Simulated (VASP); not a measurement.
# Te: single point with PBEsol

The system is Te.

```
Te
1.0
     6.04414    0.00000    0.00000
     0.00000    6.04414    0.00000
     0.00000    0.00000    6.04414
Te
8
Direct
  0.00000 0.00000 0.00000
  0.50000 0.50000 0.50000
  0.25000 0.00000 0.50000
  0.75000 0.00000 0.50000
  0.50000 0.25000 0.00000
  0.50000 0.75000 0.00000
  0.00000 0.50000 0.25000
  0.00000 0.50000 0.75000
```

```
Program             : VASP 6.6.1
Task                : single point
Functional          : PBEsol
Potentials or basis : VASP PAW PBE potentials, release 64 (Te)
Cutoff              : 520 eV
k mesh              : 6 × 6 × 6
Occupations         : fermi-dirac, width 0.1 eV
Spin                : no spin polarisation
```

The pressure is -0.4 GPa and the band gap on the k mesh is zero (bands 24 and 25 overlap by 1.50 eV).

Levels at points of the mesh, in eV from the Fermi level:
```
           k point  band 22  band 23  band 24  band 25  band 26  band 27
(0.00, 0.00, 0.00)    -0.26    -0.26     0.06     0.06     0.06     1.58
(0.50, 0.00, 0.00)    -1.05    -0.38    -0.38     0.16     0.16     1.49
(0.50, 0.50, 0.00)    -0.64    -0.18    -0.18     0.32     0.32     0.46
(0.50, 0.50, 0.50)    -1.00    -0.86    -0.86    -0.86    -0.86    -0.41
```

Run time: 3.3 min on 1 thread of Intel Xeon 8259CL, on a shared host, peak memory 0.37 GiB.

Caveat: the PAW data sets were made with another functional, which shifts forces and pressure a little; spin-orbit coupling is left out, which moves the levels of the heavy elements.
